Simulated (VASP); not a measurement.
# V (P6_3/mmc) in VASP: a series of runs

Runs on V. Level: PBEsol. Tasks: single point.

Program: VASP 6.6.1. These are calculated values, not measurements. Logs are shortened: lines on timing, memory, paths and dates and some standing lists are left out, and cuts for length are marked.

### 1 The cell of the first run

It takes space group P6_3/mmc (No. 194, hexagonal). Conventional cell: a = 2.554 Å, b = 2.554 Å, c = 9.074 Å, α = 90.00°, β = 90.00°, γ = 120.00°. V (site symmetry -3m) has 12 V at 2.55 to 2.71 Å within 3.4 Å. Within 3.4 Å of V (site symmetry -6m2) lie 12 V at 2.55 to 2.71 Å.

This isn't the form of V at room conditions, which is bcc.

### 2 Single point, PBEsol (12.81 Å³/atom)

File INCAR:

```
ALGO = Normal
EDIFF = 1E-6
ENCUT = 520
GGA = PS
ISIF = 2
ISMEAR = -1
LASPH = True
LCHARG = False
LREAL = False
LWAVE = False
NBANDS = 34
NELM = 100
PREC = Accurate
SIGMA = 0.1
```

File KPOINTS:

```
k-points
0
Gamma
  16 16 4
```

File POSCAR:

```
V
1.0
    2.5535973350      0.0000000000      0.0000000000
   -1.2767986675      2.2114801632      0.0000000000
    0.0000000000      0.0000000000      9.0744896381
V
4
Direct
    0.0000000000      1.0000000000      1.0000000000
    0.0000000000      1.0000000000      0.5000000000
    0.3333333333      0.6666666667      0.2500000000
    0.6666666667      0.3333333333      0.7500000000
```

Potentials or basis: VASP PAW PBE potentials, release 64 (V_sv).

Started as:

```console
cat potpaw_PBE.64/V_sv/POTCAR > POTCAR
mpirun -np 1 vasp_std > vasp.out
```

OUTCAR:

```text
EDIFF = 1E-6
   ENCUT = 520
   GGA = PS
   ISIF = 2
   ISMEAR = -1
   LASPH = True
   LREAL = False
   NELM = 100
   PREC = Accurate

 ion  position               nearest neighbor table
   1  0.000  0.000  0.000-   3 2.71   4 2.71   4 2.71   3 2.71   4 2.71   3 2.71
   2  0.000  0.000  0.500-   3 2.71   4 2.71   4 2.71   3 2.71   4 2.71   3 2.71
   3  0.333  0.667  0.250-   1 2.71   2 2.71   1 2.71   2 2.71   1 2.71   2 2.71
   4  0.667  0.333  0.750-   1 2.71   2 2.71   1 2.71   2 2.71   1 2.71   2 2.71

  LATTYP: Found a hexagonal cell.
 ALAT       =     2.5535973350
 C/A-ratio  =     3.5536102398

  Lattice vectors:

 A1 = (   2.5535973350,   0.0000000000,   0.0000000000)
 A2 = (  -1.2767986675,   2.2114801632,   0.0000000000)
 A3 = (   0.0000000000,   0.0000000000,   9.0744896381)

Analysis of symmetry for initial positions (statically):
=====================================================================
 Subroutine PRICEL returns:
 Original cell was already a primitive cell.

 Routine SETGRP: Setting up the symmetry group for a
 hexagonal supercell.

 Subroutine GETGRP returns: Found 24 space group operations
 (whereof 12 operations were pure point group operations)
 out of a pool of 24 trial point group operations.

The static configuration has the point symmetry D_3d.
 The point group associated with its full space group is D_6h.

Analysis of symmetry for dynamics (positions and initial velocities):
=====================================================================
 Subroutine PRICEL returns:
 Original cell was already a primitive cell.

 Routine SETGRP: Setting up the symmetry group for a
 hexagonal supercell.

 Subroutine GETGRP returns: Found 24 space group operations
 (whereof 12 operations were pure point group operations)
 out of a pool of 24 trial point group operations.

The dynamic configuration has the point symmetry D_3d.
 The point group associated with its full space group is D_6h.

 Subroutine INISYM returns: Found 24 space group operations
 (whereof 12 operations are pure point group operations),
 and found     1 'primitive' translations

----------------------------------------------------------------------------------------

                                     Primitive cell

  volume of cell :      51.2457

  direct lattice vectors                    reciprocal lattice vectors
     2.553597335  0.000000000  0.000000000     0.391604419  0.226092917  0.000000000
[... 84 lines left out ...]
   ISPIN  =      1    spin polarized calculation?
   LNONCOLLINEAR =      F non collinear calculations
   LSORBIT =      F    spin-orbit coupling
   LASPH  =      T    aspherical Exc in radial PAW
   ENCUT  =  520.0 eV  38.22 Ry    6.18 a.u.   4.75  4.75 16.87*2*pi/ulx,y,z
   NELM   =    100;   NELMIN=  2; NELMDL= -5     # of ELM steps
   EDIFF  = 0.1E-05   stopping-criterion for ELM
   LREAL  =      F    real-space projection
   EDIFFG = 0.1E-04   stopping-criterion for IOM
   NSW    =      0    number of steps for IOM
   IBRION =     -1    ionic relax: 0-MD 1-quasi-New 2-CG
   NFREE  =      0    steps in history (QN), initial steepest desc. (CG)
   ISIF   =      2    stress and relaxation
   ISYM   =      2    0-nonsym 1-usesym 2-fastsym
   POTIM  = 0.5000    time-step for ionic-motion
   TEBEG  =    0.0;   TEEND  =   0.0 temperature during run
   PSTRESS=    0.0 pullay stress
   NELECT =      52.0000    total number of electrons
   NUPDOWN=      -1.0000    fix difference up-down
   EMIN   =  10.00;   EMAX   =-10.00  energy-range for DOS
   EFERMI =   0.00;   METHOD = LEGACY
   ISMEAR =    -1;   SIGMA  =   0.10  broadening in eV -4-tet -1-fermi 0-gaus
   EFERMI_NEDOS =   21; number of points for ismear=-14 and -15
   IALGO  =     38    algorithm
   IMIX   =      4    mixing-type and parameters
     AMIX     =   0.40;   BMIX     =  1.00
     AMIX_MAG =   1.60;   BMIX_MAG =  1.00
  volume/ion in A,a.u.               =      12.81        86.46
  Fermi-wavevector in a.u.,A,eV,Ry     =   1.645091  3.108772 36.821801  2.706326
  Thomas-Fermi vector in A             =   2.734947
   LORBIT       =      0    0 simple, 1 ext, 2 COOP (PROOUT), +10 PAW based schemes
   GGA     = PS    functional components
   LHFCALC =     F    Hartree Fock is set to
   AEXX    =    0.0000 exact exchange contribution
   IVDW    =     0    specifies the selected vdW correction
   LEPSILON=     F    determine dielectric tensor
   LRPA    =     F    only Hartree local field effects (RPA)
 non-spin polarized calculation
  energy-cutoff  :      520.00
  volume of cell :       51.25
 maximum number of plane-waves:      1396
 NGX is ok and might be reduce to    20
   NGX =  9   NGY =  9   NGZ = 33

 number of electron      52.0000014 magnetization

 Free energy of the ion-electron system (eV)
  ---------------------------------------------------
  ext. energy  EPLUGINS =         0.00000000
  ---------------------------------------------------
  free energy    TOTEN  =       -37.57029405 eV

  energy without entropy =      -37.37087527  energy(sigma->0) =      -37.47058466

 E-fermi :  10.5471     XC(G=0): -13.3255

 val. band max:       10.5452795260   @ k =   0.3125   0.1875   0.2500
 cond. band min:      10.5471236781   @ k =   0.1875   0.1250   0.2500
 fundamental gap:      0.0018441521
 Fermi energy:        10.5470521696

 k-point     1 :       0.0000    0.0000    0.0000
  band No.  band energies     occupation
      1     -53.1778      2.00000
      2     -53.1163      2.00000
      3     -53.0685      2.00000
      4     -53.0058      2.00000
      5     -27.4804      2.00000
      6     -27.0618      2.00000
[... 877 lines left out ...]
     33      12.9040      0.00000
     34      13.7793      0.00000

 [... further k-points ...]
[... 5 lines left out ...]
  --------------------------------------------------------------------------------------
  -------------------------------------------------------------------------------------
  Total        2.6937810      2.6937810      2.7565846      0.0000000     -0.0000000      0.0000000
  in kB       84.2199909     84.2199909     86.1835223      0.0000000     -0.0000000      0.0000000
  external PRESSURE =      84.8745014 kB  Pullay stress =       0.0000000 kB

 VOLUME and BASIS-vectors are now :
 -----------------------------------------------------------------------------
  energy-cutoff  :      520.00
  volume of cell :       51.25
      direct lattice vectors                 reciprocal lattice vectors
     2.553597335  0.000000000  0.000000000     0.391604419  0.226092917  0.000000000
    -1.276798668  2.211480163  0.000000000     0.000000000  0.452185833  0.000000000
     0.000000000  0.000000000  9.074489638     0.000000000  0.000000000  0.110199035

 POSITION                                       TOTAL-FORCE (eV/Angst)
 -----------------------------------------------------------------------------------
      0.00000      0.00000      0.00000         0.000000     -0.000000     -0.000000
      0.00000      0.00000      4.53724         0.000000     -0.000000     -0.000000
     -0.00000      1.47432      2.26862        -0.000000     -0.000000     -0.000000
      1.27680      0.73716      6.80587         0.000000      0.000000      0.000000
 -----------------------------------------------------------------------------------
    total drift:                                0.000000     -0.000000      0.000000

  FREE ENERGIE OF THE ION-ELECTRON SYSTEM (eV)
  ---------------------------------------------------
  free  energy   TOTEN  =       -37.5702940502 eV

  energy  without entropy=      -37.3708752740  energy(sigma->0) =      -37.47058466
```

OSZICAR:

```text
N       E                     dE             d eps       ncg     rms          rms(c)
DAV:   1     0.755697608910E+03    0.75570E+03   -0.29984E+04  6120   0.181E+03
DAV:   2    -0.810423714652E+01   -0.76380E+03   -0.75024E+03  6130   0.607E+02
DAV:   3    -0.423407733950E+02   -0.34237E+02   -0.33007E+02  8046   0.145E+02
DAV:   4    -0.430685792297E+02   -0.72781E+00   -0.72212E+00  7052   0.206E+01
DAV:   5    -0.430815845328E+02   -0.13005E-01   -0.12984E-01  7686   0.275E+00    0.410E+01
DAV:   6    -0.377211612427E+02    0.53604E+01   -0.24091E+01  6430   0.402E+01    0.561E+00
DAV:   7    -0.377816677710E+02   -0.60507E-01   -0.15628E+00  8000   0.103E+01    0.469E+00
DAV:   8    -0.376118482289E+02    0.16982E+00   -0.12701E+00  7992   0.821E+00    0.201E+00
DAV:   9    -0.375712358275E+02    0.40612E-01   -0.11037E-01  7978   0.318E+00    0.384E-01
DAV:  10    -0.375702974245E+02    0.93840E-03   -0.68733E-03  7080   0.768E-01    0.119E-01
DAV:  11    -0.375703041489E+02   -0.67244E-05   -0.30030E-04  7534   0.149E-01    0.570E-02
DAV:  12    -0.375702947794E+02    0.93696E-05   -0.96875E-05  8132   0.989E-02    0.951E-03
DAV:  13    -0.375702940502E+02    0.72919E-06   -0.51719E-06  6560   0.247E-02
   1 F= -.37570294E+02 E0= -.37470585E+02  d E =-.199419E+00
```

It took 1.8 min on 1 thread of AMD EPYC 7R13 (Zen 3), shared host; peak memory 0.21 GiB.

What came out:

```
Free energy            : -37.5703 eV
Pressure               : 8.5 GPa
Band gap on the k mesh : zero (bands 26 and 27 overlap by 1.14 eV)
```

Caveat: the cell stands under pressure; the PAW data sets were made with another functional, which shifts forces and pressure a little.

### 3 Single point, PBEsol (13.35 Å³/atom)

This run uses another cell than the first one, of 13.35 Å³/atom.

File INCAR:

```
  ALGO = Normal
  EDIFF = 1E-6
  ENCUT = 520
  GGA = PS
  ISIF = 2
  ISMEAR = -1
  LASPH = T
  LCHARG = T
  LELF = T
  LREAL = F
  LVHAR = T
  LWAVE = F
  NBANDS = 34
  NELM = 80
  PREC = Accurate
  SIGMA = 0.1
```

KPOINTS is that of step 2.

File POSCAR:

```
V
1.0
    2.5885824678      0.0000000000      0.0000000000
   -1.2942912339      2.2417781769      0.0000000000
    0.0000000000      0.0000000000      9.1988131643
V
4
Direct
    0.0000000000      1.0000000000      1.0000000000
    0.0000000000      1.0000000000      0.5000000000
    0.3333333333      0.6666666667      0.2500000000
    0.6666666667      0.3333333333      0.7500000000
```

Potentials or basis: VASP PAW PBE potentials, release 64 (V_sv).

Started as:

```console
cat potpaw_PBE.64/V_sv/POTCAR > POTCAR
mpirun -np 1 vasp_std > vasp.out
```

Wall time 1.8 min (1 thread of AMD EPYC 7R13 (Zen 3), shared host); peak memory 0.22 GiB.

It converged, with:

* Free energy: -37.6280 eV
* Pressure: 0.2 GPa
* Band gap on the k mesh: zero (bands 26 and 27 overlap by 1.05 eV)

Stress tensor (GPa, compression positive):
```
0.26 0.00 0.00
0.00 0.26 0.00
0.00 0.00 0.10
```

Levels at points of the mesh, in eV from the Fermi level:
| k point | band 24 | band 25 | band 26 | band 27 | band 28 | band 29 |
| --- | --- | --- | --- | --- | --- | --- |
| (0.00, 0.00, 0.00) | 0.05 | 0.25 | 0.25 | 0.32 | 0.32 | 0.52 |
| (0.50, 0.00, 0.00) | -0.88 | -0.18 | 0.30 | 0.52 | 1.65 | 1.69 |
| (0.00, 0.00, 0.50) | -0.63 | 0.31 | 0.31 | 0.31 | 0.31 | 0.52 |
| (0.50, 0.00, 0.50) | -1.00 | 0.57 | 0.57 | 0.83 | 0.83 | 1.21 |

Caveat: the PAW data sets were made with another functional, which shifts forces and pressure a little.

### 4 Single point, PBEsol (13.88 Å³/atom)

This run uses another cell than the first one, of 13.88 Å³/atom.

File INCAR:

```
SYSTEM = V
PREC = Accurate
ENCUT = 520
EDIFF = 1E-6
ISMEAR = -1
SIGMA = 0.1
LREAL = .False.
LASPH = .True.
NELM = 80
ALGO = Normal
ISIF = 2
LWAVE = .False.
LCHARG = .False.
GGA = PS
NBANDS = 34
```

File KPOINTS:

```
regular mesh
0
Gamma
  16 16 4
  0 0 0
```

File POSCAR:

```
V
1.0
    2.6226466698      0.0000000000      0.0000000000
   -1.3113233349      2.2712786412      0.0000000000
    0.0000000000      0.0000000000      9.3198640614
V
4
Direct
    0.0000000000      1.0000000000      1.0000000000
    0.0000000000      1.0000000000      0.5000000000
    0.3333333333      0.6666666667      0.2500000000
    0.6666666667      0.3333333333      0.7500000000
```

Started as:

```console
cat potpaw_PBE.64/V_sv/POTCAR > POTCAR
mpirun -np 1 vasp_std > vasp.out
```

It took 1.7 min on 1 thread of AMD EPYC 7R13 (Zen 3), shared host; peak memory 0.22 GiB.

Results (log left out):

| Property | Result |
| --- | --- |
| Free energy | -37.5851 eV |
| Pressure | -6.6 GPa |
| Band gap on the k mesh | zero (bands 26 and 27 overlap by 0.97 eV) |

Stress tensor (GPa, compression positive):
```
-6.50  0.00  0.00
 0.00 -6.50  0.00
 0.00  0.00 -6.85
```

Levels at points of the mesh, in eV from the Fermi level:
| k point | band 22 | band 23 | band 24 | band 25 | band 26 | band 27 | band 28 | band 29 | band 30 | band 31 |
| --- | --- | --- | --- | --- | --- | --- | --- | --- | --- | --- |
| (0.00, 0.00, 0.00) | -0.91 | -0.42 | -0.02 | 0.25 | 0.25 | 0.32 | 0.32 | 0.51 | 0.51 | 0.58 |
| (0.50, 0.00, 0.00) | -1.86 | -1.80 | -0.82 | -0.20 | 0.28 | 0.51 | 1.58 | 1.62 | 1.82 | 2.61 |
| (0.00, 0.00, 0.50) | -0.64 | -0.60 | -0.60 | 0.31 | 0.31 | 0.31 | 0.31 | 0.51 | 0.51 | 0.51 |
| (0.50, 0.00, 0.50) | -2.39 | -0.94 | -0.94 | 0.51 | 0.51 | 0.81 | 0.81 | 1.13 | 1.13 | 2.54 |

Caveat: the cell stands under tension; the PAW data sets were made with another functional, which shifts forces and pressure a little.

### 5 Overview

| cell | gap on the mesh (eV) | pressure (GPa) |
| --- | --- | --- |
| a = 2.554, b = 2.554, c = 9.074 Å, angles 90.0, 90.0, 120.0°, 4 atoms | none | 8.5 |
| a = 2.589, b = 2.589, c = 9.199 Å, angles 90.0, 90.0, 120.0°, 4 atoms | none | 0.2 |
| a = 2.623, b = 2.623, c = 9.320 Å, angles 90.0, 90.0, 120.0°, 4 atoms | none | -6.6 |

Alike in all rows: task single point; level PBEsol; potentials or basis VASP PAW PBE potentials, release 64 (V_sv); no spin polarisation; k mesh 16 × 16 × 4; cutoff (eV) 520; smearing fermi-dirac 0.1 eV.

Caveats: the PAW data sets were made with another functional, which shifts forces and pressure a little; the cell stands under pressure (at least some runs); the cell stands under tension (at least some runs).

Absolute energies hang on the potentials; compare differences alone.
